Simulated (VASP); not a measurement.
Set up this calculation in VASP 6.6.1, as the native input.

```
Task                   : single point
Functional             : r2SCAN
Dispersion             : D3(BJ)
Potentials or basis    : VASP PAW PBE potentials, release 64 (Zn)
Cutoff                 : 550 eV
k mesh                 : 20 × 20 × 20
Occupations            : fermi-dirac, width 0.1 eV
Spin                   : no spin polarisation
Dipole correction      : no
Further INCAR settings : ALGO = Normal; EDIFF = 1e-06; NBANDS = 12
```

Crystal: Zn.

```
CELL_PARAMETERS angstrom
0.00000 1.97000 1.97000
1.97000 0.00000 1.97000
1.97000 1.97000 0.00000
ATOMIC_POSITIONS crystal
Zn 0.00000 0.00000 0.00000
```

This isn't the form of Zn at room conditions, which is hcp.

The input as run:

POSCAR

```
Zn
1.0
    0.0000000000      1.9700000000      1.9700000000
    1.9700000000      0.0000000000      1.9700000000
    1.9700000000      1.9700000000      0.0000000000
Zn
1
Direct
    0.0000000000      0.0000000000      0.0000000000
```

INCAR.step1

```
ALGO = Normal
EDIFF = 1E-5
ENCUT = 550
GGA = PE
GGA_COMPAT = F
ISMEAR = -1
LASPH = T
LCHARG = F
LREAL = F
LWAVE = T
NBANDS = 12
NELM = 120
PREC = Accurate
SIGMA = 0.1
```

INCAR.step2

```
ALGO = Normal
EDIFF = 1E-6
ENCUT = 550
GGA_COMPAT = F
ISIF = 2
ISMEAR = -1
ISTART = 1
IVDW = 12
LASPH = T
LCHARG = F
LMIXTAU = T
LREAL = F
LWAVE = F
METAGGA = R2SCAN
NBANDS = 12
NELM = 120
PREC = Accurate
SIGMA = 0.1
VDW_A1 = 0.49484001
VDW_A2 = 5.73083694
VDW_S6 = 1.0
VDW_S8 = 0.78981345
```

KPOINTS

```
k-points
0
Gamma
  20 20 20
```

Potentials or basis: VASP PAW PBE potentials, release 64 (Zn).

Run with:

```bash
$ cat potpaw_PBE.64/Zn/POTCAR > POTCAR
$ cp INCAR.step1 INCAR
$ mpirun -np 1 vasp_std > vasp.out
$ cp INCAR.step2 INCAR
$ mpirun -np 1 vasp_std > vasp.out
```

Results of the run:

```yaml
Pressure: -6.6 GPa
Band_gap_on_the_k_mesh: zero (bands 6 and 7 overlap by 3.67 eV)
Dispersion_energy_per_atom: -0.189 eV
```

Caveat: three body term missing; the cell stands under tension; the PAW data sets were made with another functional, which shifts forces and pressure a little.

Run time: 54 s on 1 thread of Intel(R) Xeon(R) 6975P-C (Granite Rapids) (shared host), peak memory 0.19 GiB.
